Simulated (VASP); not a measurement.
# Ag: single point with PBE

Crystal: Ag.

```xyz
1
Lattice="0.0000 2.0427 2.0427 2.0427 0.0000 2.0427 2.0427 2.0427 0.0000" Properties=species:S:1:pos:R:3 pbc="T T T"
Ag    0.0000    0.0000    0.0000
```

```yaml
Program: VASP 6.6.1
Task: single point
Functional: PBE
Potentials_or_basis: VASP PAW PBE potentials, release 64 (Ag)
Cutoff: 520 eV
k_mesh: 11 × 11 × 11
Occupations: fermi-dirac, width 0.1 eV
Spin: no spin polarisation
```

```yaml
Pressure: 4.4 GPa
```

Levels at points of the mesh, in eV from the Fermi level:
```csv
k point,band 4,band 5,band 6,band 7,band 8,band 9
"(0.00, 0.00, 0.00)",-5.02,-3.99,-3.99,15.81,19.39,19.39
```

It took 6 s on 1 thread of Intel(R) Xeon(R) 6975P-C (Granite Rapids) (shared host), peak memory 0.14 GiB.
